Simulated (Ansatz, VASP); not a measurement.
## One calculation of AsPt2, two programs

The input INCAR:

```
  PREC = Accurate
  ENCUT = 520
  EDIFF = 1E-7
  ISMEAR = 0
  SIGMA = 0.1
  LREAL = False
  LASPH = True
  NELM = 80
  ALGO = Normal
  ISIF = 2
  LWAVE = False
  LCHARG = False
  GGA = PE
  NBANDS = 20
```

File KPOINTS:

```
Automatic mesh
0
Gamma
  8 8 8
```

The input POSCAR:

```
AsPt2
1.0
   -1.7139045098      1.7139045098      4.2044220005
    1.7139045098     -1.7139045098      4.2044220005
    1.7139045098      1.7139045098     -4.2044220005
As Pt
1 2
Direct
    0.0000000000      0.0000000000      0.0000000000
    0.6650000000      0.6650000000      0.0000000000
    0.3350000000      0.3350000000      0.0000000000
```

Input for Ansatz:

```yaml
crystal:
  lattice:
    - [-1.7139045098, 1.7139045098, 4.2044220005]
    - [1.7139045098, -1.7139045098, 4.2044220005]
    - [1.7139045098, 1.7139045098, -4.2044220005]
  atoms:
    - { symbol: As, position: [0.0, 0.0, 0.0] }
    - { symbol: Pt, position: [0.665, 0.665, 0.0] }
    - { symbol: Pt, position: [0.335, 0.335, 0.0] }
basis:
  ecutwfc: 420
kpoints:
  mp_grid: { grid: [8, 8, 8] }
hamiltonian:
  xc: pbe
scf:
  occupations: { method: gaussian, width: 0.1 }
  lower_state_search: "off"
output:
  forces: true
  stress: true
  eigenvalues: true
```

Alike in both runs: task single point; functional PBE; k mesh 8 × 8 × 8; occupations gaussian, width 0.1 eV; no spin polarisation.

```csv
,VASP,Ansatz
version,VASP 6.6.1,Ansatz 0.2.0
potentials or method,"VASP PAW PBE potentials, release 64 (As, Pt), cutoff 520 eV","scalar-relativistic, plane waves, PAW"
valence electrons in the cell,25,51
```

Ansatz gave:

```
gap on the k mesh at the Fermi level (eV)                     : none
pressure (GPa)                                                : -1.1
traceless stress, the component that is largest in VASP (GPa) : 1.97
rms of the force components (eV/Å)                            : 0.040
```

**Question.** Estimate VASP's values.

**Answer.** gap on the k mesh at the Fermi level (eV): none; pressure (GPa): -1.3; traceless stress, the component that is largest in VASP (GPa): 1.93; rms of the force components (eV/Å): 0.041.

Atom by atom the forces differ by 0.001 eV/Å (rms over components). A gap of «none» marks a metal or a gap that the smearing closes. VASP's potentials hold 25 valence electrons a cell and Ansatz's 51, so a difference there can come from the potentials and not from the codes.

Neither program's run includes spin-orbit coupling.
